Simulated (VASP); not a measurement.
# AgBr (Fm-3m) in VASP: a series of runs, part 2 of 2

VASP 6.6.1. Earlier steps stand in the parts before.

## Step 3: Single point, PBE (22.70 Å³/atom)

This run uses another cell than the first one, of 22.70 Å³/atom.

INCAR

```
PREC = Accurate
ENCUT = 500
EDIFF = 1E-6
ISMEAR = 0
SIGMA = 0.02
LREAL = False
LASPH = True
NELM = 120
ALGO = Normal
ISIF = 2
LWAVE = False
LCHARG = False
GGA = PE
NBANDS = 16
GGA_COMPAT = False
```

KPOINTS

```
regular mesh
0
Gamma
  8 8 8
```

POSCAR

```
AgBr
1.0
    0.0000000000      2.8312420250      2.8312420250
    2.8312420250      0.0000000000      2.8312420250
    2.8312420250      2.8312420250      0.0000000000
Ag Br
1 1
Direct
    0.0000000000      0.0000000000      0.0000000000
    0.5000000000      0.5000000000      0.5000000000
```

Potentials or basis: VASP PAW PBE potentials, release 64 (Ag, Br).

Command:

```sh
cat potpaw_PBE.64/Ag/POTCAR potpaw_PBE.64/Br/POTCAR > POTCAR
mpirun -np 1 vasp_std > vasp.out
```

Wall time 32 s (1 thread of AMD EPYC 7R13, shared host); peak memory 0.15 GiB.

It converged, with:

| Property | Result |
| --- | --- |
| Free energy | -4.9429 eV |
| Pressure | 4.6 GPa |
| Band gap on the k mesh | 0.67 eV (least direct gap 2.75 eV) |

Levels at points of the mesh, in eV from the valence-band top:
| k point | band 5 | band 6 | band 7 | band 8 | band 9 | band 10 | band 11 | band 12 | band 13 | band 14 |
| --- | --- | --- | --- | --- | --- | --- | --- | --- | --- | --- |
| (0.00, 0.00, 0.00) | -2.98 | -2.98 | -2.09 | -2.09 | -2.09 | 0.67 | 9.90 | 9.90 | 9.90 | 11.05 |
| (0.50, 0.00, 0.00) | -2.64 | -2.64 | -2.28 | 0.00 | 0.00 | 3.61 | 6.68 | 6.68 | 6.85 | 12.34 |
| (0.50, 0.50, 0.00) | -3.06 | -2.80 | -2.53 | -2.53 | -2.40 | 1.51 | 6.98 | 9.23 | 11.25 | 11.25 |

Caveat: the cell stands under pressure.

## Step 4: Single point, PBE (23.44 Å³/atom)

This run uses another cell than the first one, of 23.44 Å³/atom.

INCAR is that of step 3.

KPOINTS

```
Automatic mesh
0
Gamma
  8 8 8
```

POSCAR

```
AgBr
1.0
    0.0000000000      2.8620188060      2.8620188060
    2.8620188060      0.0000000000      2.8620188060
    2.8620188060      2.8620188060      0.0000000000
Ag Br
1 1
Direct
    0.0000000000      0.0000000000      0.0000000000
    0.5000000000      0.5000000000      0.5000000000
```

Command:

```sh
cat potpaw_PBE.64/Ag/POTCAR potpaw_PBE.64/Br/POTCAR > POTCAR
mpirun -np 1 vasp_std > vasp.out
```

Run time: 35 s. Hardware: 1 thread of AMD EPYC 7R13, shared host; peak memory 0.15 GiB.

The run converged. Its results:

| Property | Result |
| --- | --- |
| Free energy | -4.9769 eV |
| Pressure | 2.7 GPa |
| Band gap on the k mesh | 0.67 eV (least direct gap 2.64 eV) |

Levels at points of the mesh, in eV from the valence-band top:
```csv
k point,band 5,band 6,band 7,band 8,band 9,band 10,band 11,band 12,band 13,band 14
"(0.00, 0.00, 0.00)",-2.83,-2.83,-1.97,-1.97,-1.97,0.67,9.91,9.91,9.91,11.13
"(0.50, 0.00, 0.00)",-2.52,-2.52,-2.17,0.00,0.00,3.71,6.65,6.75,6.75,12.27
"(0.50, 0.50, 0.00)",-2.88,-2.67,-2.42,-2.42,-2.31,1.58,7.04,9.10,11.09,11.09
```

A k mesh can miss the band edges. Expect the measured gap to be larger: semilocal functionals such as PBE lack the derivative discontinuity.

## Step 5: Single point, PBE (24.19 Å³/atom)

This run uses another cell than the first one, of 24.19 Å³/atom.

INCAR

```
  PREC = Accurate
  ENCUT = 500
  EDIFF = 1E-6
  ISMEAR = 0
  SIGMA = 0.02
  LREAL = F
  LASPH = T
  NELM = 120
  ALGO = Normal
  ISIF = 2
  LWAVE = F
  LCHARG = F
  GGA = PE
  NBANDS = 16
  GGA_COMPAT = F
```

KPOINTS

```
regular mesh
0
Gamma
  8 8 8
```

POSCAR

```
AgBr
1.0
    0.0000000000      2.8921475338      2.8921475338
    2.8921475338      0.0000000000      2.8921475338
    2.8921475338      2.8921475338      0.0000000000
Ag Br
1 1
Direct
    0.0000000000      0.0000000000      0.0000000000
    0.5000000000      0.5000000000      0.5000000000
```

Potentials or basis: VASP PAW PBE potentials, release 64 (Ag, Br).

Command:

```sh
cat potpaw_PBE.64/Ag/POTCAR potpaw_PBE.64/Br/POTCAR > POTCAR
mpirun -np 1 vasp_std > vasp.out
```

OUTCAR:

```text
PREC = Accurate
   ENCUT = 500
   EDIFF = 1E-6
   ISMEAR = 0
   LREAL = F
   LASPH = T
   NELM = 120
   ISIF = 2
   GGA = PE

 ion  position               nearest neighbor table
   1  0.000  0.000  0.000-   2 2.89   2 2.89   2 2.89   2 2.89   2 2.89   2 2.89
   2  0.500  0.500  0.500-   1 2.89   1 2.89   1 2.89   1 2.89   1 2.89   1 2.89

  LATTYP: Found a face centered cubic cell.
 ALAT       =     5.7842950676

  Lattice vectors:

[... 641 lines left out ...]

 [... further k-points ...]

------------------------ aborting loop because EDIFF is reached ----------------------------------------

  FORCE on cell =-STRESS in cart. coord.  units (eV):
  Direction    XX          YY          ZZ          XY          YZ          ZX
  --------------------------------------------------------------------------------------
  -------------------------------------------------------------------------------------
  Total        0.3591012      0.3591012      0.3591012     -0.0000000     -0.0000000      0.0000000
  in kB       11.8914847     11.8914847     11.8914847     -0.0000000     -0.0000000      0.0000000
  external PRESSURE =      11.8914847 kB  Pullay stress =       0.0000000 kB

 VOLUME and BASIS-vectors are now :
 -----------------------------------------------------------------------------
  energy-cutoff  :      500.00
  volume of cell :       48.38
      direct lattice vectors                 reciprocal lattice vectors
     0.000000000  2.892147534  2.892147534    -0.172881914  0.172881914  0.172881914
     2.892147534  0.000000000  2.892147534     0.172881914 -0.172881914  0.172881914
     2.892147534  2.892147534  0.000000000     0.172881914  0.172881914 -0.172881914

 POSITION                                       TOTAL-FORCE (eV/Angst)
 -----------------------------------------------------------------------------------
      0.00000      0.00000      0.00000         0.000000      0.000000      0.000000
      2.89215      2.89215      2.89215        -0.000000     -0.000000     -0.000000
 -----------------------------------------------------------------------------------
    total drift:                               -0.000000      0.000000      0.000000

  FREE ENERGIE OF THE ION-ELECTRON SYSTEM (eV)
  ---------------------------------------------------
  free  energy   TOTEN  =        -4.9951312141 eV

  energy  without entropy=       -4.9951312141  energy(sigma->0) =       -4.99513121
```

Run time: 35 s. Hardware: 1 thread of AMD EPYC 7R13, shared host; peak memory 0.15 GiB.

What came out:

```yaml
Free_energy: -4.9951 eV
Pressure: 1.2 GPa
Band_gap_on_the_k_mesh: 0.68 eV (least direct gap 2.53 eV)
```

## Step 6: Single point, PBE

This run uses another cell than the first one, of 24.94 Å³/atom.

INCAR

```
SYSTEM = AgBr
ALGO = Normal
EDIFF = 1E-6
ENCUT = 500
GGA = PE
GGA_COMPAT = .FALSE.
ISIF = 2
ISMEAR = 0
LASPH = .TRUE.
LCHARG = .FALSE.
LREAL = .FALSE.
LWAVE = .FALSE.
NBANDS = 16
NELM = 120
PREC = Accurate
SIGMA = 0.02
```

KPOINTS

```
k-points
0
G
  8 8 8
  0 0 0
```

POSCAR

```
AgBr
1.0
    0.0000000000      2.9216612818      2.9216612818
    2.9216612818      0.0000000000      2.9216612818
    2.9216612818      2.9216612818      0.0000000000
Ag Br
1 1
Direct
    0.0000000000      0.0000000000      0.0000000000
    0.5000000000      0.5000000000      0.5000000000
```

Potentials or basis: VASP PAW PBE potentials, release 64 (Ag, Br).

Command:

```sh
cat potpaw_PBE.64/Ag/POTCAR potpaw_PBE.64/Br/POTCAR > POTCAR
mpirun -np 1 vasp_std > vasp.out
```

Run time: 35 s. Hardware: 1 thread of AMD EPYC 7R13, shared host; peak memory 0.15 GiB.

Results (log left out):

| Quantity | Value |
| --- | --- |
| Free energy | -5.0003 eV |
| Pressure | -0.1 GPa |
| Band gap on the k mesh | 0.69 eV (least direct gap 2.43 eV) |

Levels at points of the mesh, in eV from the valence-band top:
| k point | band 6 | band 7 | band 8 | band 9 | band 10 | band 11 | band 12 | band 13 |
| --- | --- | --- | --- | --- | --- | --- | --- | --- |
| (0.00, 0.00, 0.00) | -2.58 | -1.75 | -1.75 | -1.75 | 0.69 | 9.93 | 9.93 | 9.93 |
| (0.50, 0.00, 0.00) | -2.31 | -2.00 | 0.00 | 0.00 | 3.88 | 6.28 | 6.86 | 6.86 |
| (0.50, 0.50, 0.00) | -2.44 | -2.22 | -2.22 | -2.16 | 1.71 | 7.15 | 8.85 | 10.79 |

A k mesh can miss the band edges.

## Step 7: Summary

| cell | gap on the mesh (eV) | pressure (GPa) |
| --- | --- | --- |
| a = 3.959 Å, angles 60.0°, 2 atoms | 0.67 | 6.8 |
| a = 4.004 Å, angles 60.0°, 2 atoms | 0.67 | 4.6 |
| a = 4.048 Å, angles 60.0°, 2 atoms | 0.67 | 2.7 |
| a = 4.090 Å, angles 60.0°, 2 atoms | 0.68 | 1.2 |
| a = 4.132 Å, angles 60.0°, 2 atoms | 0.69 | -0.1 |

Alike in all rows: task single point; level PBE; potentials or basis VASP PAW PBE potentials, release 64 (Ag, Br); no spin polarisation; k mesh 8 × 8 × 8; cutoff (eV) 500; smearing gaussian 0.02 eV.

Caveats: the cell stands under pressure (at least some runs).

Total energies depend on the potentials used, so only differences within one code and one set of settings carry meaning.
